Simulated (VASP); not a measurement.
# HF in VASP: notebook, part 2 of 2

VASP 6.6.1.

### 4 Single point, PBE+D3(BJ)

Input file INCAR:

```
SYSTEM = HF
PREC     = Accurate       ! precision mode
ENCUT    = 1010           ! plane-wave cutoff, eV
EDIFF    = 1E-6           ! SCF threshold, eV
ISMEAR   = -1             ! smearing method
SIGMA    = 0.02           ! smearing width, eV
LREAL    = Auto         
LASPH    = .TRUE.         ! aspherical terms in the spheres
NELM     = 120            ! most SCF steps
ALGO     = Normal         ! electronic algorithm
ISIF     = 2              ! what is computed and relaxed
LWAVE    = .FALSE.        ! write WAVECAR
LCHARG   = .FALSE.        ! write CHGCAR
GGA      = PE             ! functional
IVDW     = 12             ! dispersion correction
NBANDS   = 46             ! bands
GGA_COMPAT= .FALSE.
```

Input file KPOINTS:

```
regular mesh
0
G
  1 1 1
  0 0 0
```

Input file POSCAR:

```
HF
1.0
    6.2556220000      0.0000000000      0.0000000000
    0.0000000000      6.2556220000      0.0000000000
    0.0000000000      0.0000000000      6.2556220000
F H
8 8
Direct
    0.6421588966      0.5380754982      0.2621771658
   -0.0480833242      0.2426060461      0.2014822739
    0.5582720955     -0.0868707536      0.2352615008
    0.2974894733      0.4625757108      0.4481154444
    0.1567770902      0.1944208820      0.6902000996
    0.4920522117      0.8171330122      0.7729707123
    0.4326468211      0.2036406131      0.9991083655
    0.8571555138      0.9218716669      0.6140392804
    0.6172925396      0.6926333239      0.2288076400
   -0.1421850843      0.3599670417      0.2129045962
    0.5105701364      0.0028253484      0.1172512796
    0.4355759400      0.4698492466      0.3770117042
    0.2197536817      0.2900418415      0.5792704581
    0.6239315636      0.8643269331      0.7136960392
    0.3309505953      0.1770941672      0.8874672940
    0.9610353497      1.0315594219      0.6366461460
```

Potentials or basis: VASP PAW PBE potentials, release 64 (F_h, H_h).

Launch:

```sh
$ cat potpaw_PBE.64/F_h/POTCAR potpaw_PBE.64/H_h/POTCAR > POTCAR
$ mpirun -np 1 vasp_gam > vasp.out
```

OUTCAR:

```text
SYSTEM = HF
   PREC = Accurate
   ENCUT = 1010
   EDIFF = 1E-6
   ISMEAR = -1
   LREAL = Auto
   LASPH = .TRUE.
   NELM = 120
   ISIF = 2
   GGA = PE
   IVDW = 12
 IVDW          = 12

 ion  position               nearest neighbor table
   1  0.642  0.538  0.262-   9 1.00
   2  0.952  0.243  0.201-  10 0.94
   3  0.558  0.913  0.235-  11 0.97
   4  0.297  0.463  0.448-  12 0.97
   5  0.157  0.194  0.690-  13 1.00
   6  0.492  0.817  0.773-  14 0.95
[... 8 lines left out ...]
  15  0.331  0.177  0.887-   7 0.96
  16  0.961  0.032  0.637-   8 0.96

  LATTYP: Found a simple cubic cell.
 ALAT       =     6.2556220000

  Lattice vectors:

 A1 = (   6.2556220000,   0.0000000000,   0.0000000000)
 A2 = (   0.0000000000,   6.2556220000,   0.0000000000)
 A3 = (   0.0000000000,   0.0000000000,   6.2556220000)

Analysis of symmetry for initial positions (statically):
=====================================================================
 Subroutine PRICEL returns:
 Original cell was already a primitive cell.

 Routine SETGRP: Setting up the symmetry group for a
[... 178 lines left out ...]

 k-point     1 :       0.0000    0.0000    0.0000
  band No.  band energies     occupation
      1     -28.4621      2.00000
      2     -28.1635      2.00000
      3     -27.9909      2.00000
      4     -27.5813      2.00000
      5     -27.4140      2.00000
      6     -27.3209      2.00000
[... 36 lines left out ...]
     43       7.4184      0.00000
     44       7.5560      0.00000
 [bands above 44 left out]

------------------------ aborting loop because EDIFF is reached ----------------------------------------

 Edisp (eV)   -0.33000

 E8    (eV) :    -0.0661

  FORCE on cell =-STRESS in cart. coord.  units (eV):
  Direction    XX          YY          ZZ          XY          YZ          ZX
  --------------------------------------------------------------------------------------
  -------------------------------------------------------------------------------------
  Total      -0.38535    -0.52127    -0.14460     0.24127     0.26641     0.14893
  in kB      -2.52205    -3.41162    -0.94641     1.57911     1.74364     0.97471
  external pressure =       -2.29 kB  Pullay stress =        0.00 kB

 VOLUME and BASIS-vectors are now :
 -----------------------------------------------------------------------------
  energy-cutoff  :     1010.00
  volume of cell :      244.80
      direct lattice vectors                 reciprocal lattice vectors
     6.255622000  0.000000000  0.000000000     0.159856206  0.000000000  0.000000000
     0.000000000  6.255622000  0.000000000     0.000000000  0.159856206  0.000000000
     0.000000000  0.000000000  6.255622000     0.000000000  0.000000000  0.159856206

 POSITION                                       TOTAL-FORCE (eV/Angst)
 -----------------------------------------------------------------------------------
      4.01710      3.36600      1.64008        -0.056602      0.199762     -0.058853
      5.95483      1.51765      1.26040        -0.046160      0.046963     -0.002097
      3.49234      5.71219      1.47171         0.020274     -0.045590      0.019472
      1.86098      2.89370      2.80324        -0.034435     -0.118515      0.035658
      0.98074      1.21622      4.31763         0.218651      0.039128     -0.090565
      3.07809      5.11168      4.83541        -0.033648     -0.029180      0.037854
[... 8 lines left out ...]
      2.07030      1.10783      5.55166        -0.127820      0.048547     -0.045998
      6.01187      0.19742      3.98262         0.039987      0.012665      0.020518
 -----------------------------------------------------------------------------------
    total drift:                               -0.004168      0.001221     -0.013082

  FREE ENERGIE OF THE ION-ELECTRON SYSTEM (eV)
  ---------------------------------------------------
  free  energy   TOTEN  =       -66.7080422336 eV

  energy  without entropy=      -66.7080422335  energy(sigma->0) =      -66.70804223
```

OSZICAR:

```text
N       E                     dE             d eps       ncg     rms          rms(c)
DAV:   1     0.101430355897E+04    0.10143E+04   -0.48117E+04    92   0.215E+03
DAV:   2     0.134706916004E+03   -0.87960E+03   -0.81443E+03   130   0.404E+02
DAV:   3    -0.634652931674E+02   -0.19817E+03   -0.19575E+03   114   0.200E+02
DAV:   4    -0.700615100310E+02   -0.65962E+01   -0.65682E+01   112   0.402E+01
DAV:   5    -0.702462388965E+02   -0.18473E+00   -0.18447E+00   136   0.641E+00    0.142E+01
DAV:   6    -0.664070379633E+02    0.38392E+01   -0.13156E+01   120   0.196E+01    0.593E+00
DAV:   7    -0.663859245951E+02    0.21113E-01   -0.62145E-01   128   0.404E+00    0.363E+00
DAV:   8    -0.663783141932E+02    0.76104E-02   -0.11654E-01   120   0.300E+00    0.443E-01
DAV:   9    -0.663777005186E+02    0.61367E-03   -0.15962E-02   128   0.711E-01    0.227E-01
DAV:  10    -0.663782648797E+02   -0.56436E-03   -0.20941E-03   120   0.301E-01    0.958E-02
DAV:  11    -0.663781268427E+02    0.13804E-03   -0.29622E-04   104   0.146E-01    0.335E-02
DAV:  12    -0.663780625897E+02    0.64253E-04   -0.13863E-04   128   0.832E-02    0.161E-02
DAV:  13    -0.663780503718E+02    0.12218E-04   -0.15148E-05   104   0.337E-02    0.577E-03
DAV:  14    -0.663780460075E+02    0.43643E-05   -0.53004E-06   112   0.152E-02    0.433E-03
DAV:  15    -0.663780453598E+02    0.64769E-06   -0.10845E-06    72   0.118E-02
   1 F= -.66708042E+02 E0= -.66708042E+02  d E =-.201260E-10
```

Run time: 76 s. Hardware: 1 thread of Intel Xeon 6975P-C (Granite Rapids), shared host; peak memory 0.62 GiB.

Results:

```
Free energy                : -66.7080 eV
Pressure                   : -0.2 GPa
Largest force              : 0.240 eV/Å
Dispersion energy per atom : -0.021 eV
```

Forces on the atoms (eV/Å):
```
F   -0.057  0.200 -0.059
F   -0.046  0.047 -0.002
F    0.020 -0.046  0.019
F   -0.034 -0.119  0.036
F    0.219  0.039 -0.091
F   -0.034 -0.029  0.038
F    0.060 -0.103  0.014
F   -0.015 -0.070 -0.074
H    0.019 -0.121  0.080
H    0.014 -0.034 -0.019
H   -0.029  0.056 -0.006
H    0.007  0.068 -0.003
H   -0.125  0.044  0.079
H    0.089  0.007  0.014
H   -0.128  0.049 -0.046
H    0.040  0.013  0.021
```

Stress tensor (GPa, compression positive):
```
-0.25  0.16  0.10
 0.16 -0.34  0.17
 0.10  0.17 -0.09
```

Caveat: the k points lie up to 1.00 Å⁻¹ apart, too coarse for converged energies, forces and pressures.

### 5 Overview

| cell | pressure (GPa) | largest force (eV/Å) |
| --- | --- | --- |
| as given, atomic positions A | -0.2 | 1.78 |
| as given, atomic positions B | -0.7 | 2.50 |
| as given, atomic positions C | -0.2 | 0.24 |

Alike in all rows: task single point; level PBE+D3(BJ); potentials or basis VASP PAW PBE potentials, release 64 (F_h, H_h); no spin polarisation; k mesh 1 × 1 × 1; cutoff (eV) 1010; smearing fermi-dirac 0.02 eV.

Caveats: all runs use coarse meshes; the atoms stand as in a frame of molecular dynamics (at least some runs).

Absolute energies hang on the potentials; compare differences alone.
